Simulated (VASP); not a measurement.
Input of a VASP 6.6.1 run:

The input INCAR:

```
PREC = Accurate
ENCUT = 500
EDIFF = 1E-6
ISMEAR = 1
SIGMA = 0.5
LREAL = F
LASPH = T
NELM = 120
ALGO = Normal
ISIF = 2
LWAVE = F
LCHARG = T
GGA = PE
LELF = T
LVHAR = T
NBANDS = 18
GGA_COMPAT = F
```

File KPOINTS:

```
Automatic mesh
0
Gamma
  10 10 10
```

Contents of POSCAR:

```
Al3Pd
1.0
    3.9469100000      0.0000000000      0.0000000000
    0.0000000000      3.9469100000      0.0000000000
    0.0000000000      0.0000000000      3.9469100000
Al Pd
3 1
Direct
    0.0000000000      0.5000000000      0.5000000000
    0.5000000000      0.0000000000      0.5000000000
    0.5000000000      0.5000000000      0.0000000000
    0.0000000000      0.0000000000      0.0000000000
```

Potentials or basis: VASP PAW PBE potentials, release 64 (Al, Pd).

Launch:

```console
$ cat potpaw_PBE.64/Al/POTCAR potpaw_PBE.64/Pd/POTCAR > POTCAR
$ mpirun -np 1 vasp_std > vasp.out
```

Q: Predict the pressure.

A: 1.1 GPa.
